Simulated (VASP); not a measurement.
Runs of VASP 6.6.1 on Hf2NO. The structure is that of space group P4/mmm (No. 123), or close to it. The cells are those of the table. 

```csv
task,cell,k mesh,cutoff (eV),gap on the mesh (eV),pressure (GPa),relaxed volume (Å³/atom)
single point,"a = 3.224, b = 3.224, c = 4.555 Å, 4 atoms",14 × 14 × 10,520,none,-2.8,-
relaxation of cell and atoms,"relaxed from a = 3.231, b = 3.231, c = 4.549 Å, 4 atoms",14 × 14 × 10,600,-,0.0,(a)
single point,"a = 3.414, b = 3.414, c = 4.838 Å, 4 atoms",6 × 6 × 4,520,none,-28.7,-
single point,"a = 3.231, b = 3.231, c = 4.549 Å, 4 atoms",6 × 6 × 4,520,none,-2.8,-
relaxation of cell and atoms,"relaxed from a = 3.414, b = 3.414, c = 4.838 Å, 4 atoms",6 × 6 × 4,600,-,0.3,11.70
```

Alike in all rows: level PBE; potentials or basis VASP PAW PBE potentials, release 64 (Hf_pv, N, O); no spin polarisation; smearing gaussian 0.1 eV.

Q: Fill in the values left out.

A: (a) 11.68.

Caveats: spin-orbit coupling is left out, which moves the levels of the heavy elements; an odd number of electrons without spin polarisation forces a metal (some runs); a magnetic or distorted state may lie lower (some runs); the bands computed are all filled at some k points, so no gap is given (some runs); the volume moved by over 15 % at a fixed basis, so the end points are rough (some runs).

A k mesh can miss the band edges, and the runs leave out spin-orbit coupling on Hf.

A gap of «none» marks levels without a gap at the run's occupations.
